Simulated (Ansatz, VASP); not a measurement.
TiO2: VASP beside Ansatz

```
CELL_PARAMETERS angstrom
4.57858 0.00000 0.00000
0.00000 5.57325 0.00000
0.00000 0.00000 4.92401
ATOMIC_POSITIONS crystal
Ti 0.00000 0.17728 0.25000
Ti 0.50000 0.32272 0.75000
Ti 0.00000 0.82272 0.75000
Ti 0.50000 0.67728 0.25000
O 0.27113 0.38051 0.41901
O 0.22887 0.11949 0.91901
O 0.77113 0.11949 0.58099
O 0.72887 0.38051 0.08099
O 0.72887 0.61949 0.58099
O 0.77113 0.88051 0.08099
O 0.22887 0.88051 0.41901
O 0.27113 0.61949 0.91901
```

Alike in both runs: task relaxation of cell and atoms; functional PBEsol; k mesh 6 × 4 × 6; occupations gaussian, width 0.02 eV; no spin polarisation.

|  | VASP | Ansatz |
| --- | --- | --- |
| version | VASP 6.6.1 | Ansatz 0.2.0 |
| potentials or method | VASP PAW PBE potentials, release 64 (Ti_sv, O), cutoff 600 eV | scalar-relativistic, plane waves, PAW |
| valence electrons in the cell | 96 | 96 |

|  | VASP | Ansatz | Ansatz less VASP |
| --- | --- | --- | --- |
| gap on the k mesh at the Fermi level, each at its own relaxed structure (eV) | 2.63 | 2.66 | +0.031 |
| relaxed volume (Å³/atom) | 10.15 | 10.14 | -0.013 |
| relaxed cell length with the largest relative difference (Å) | 4.541 | 4.537 | -0.0035 |

VASP's potentials were made for PBE, not for PBEsol.
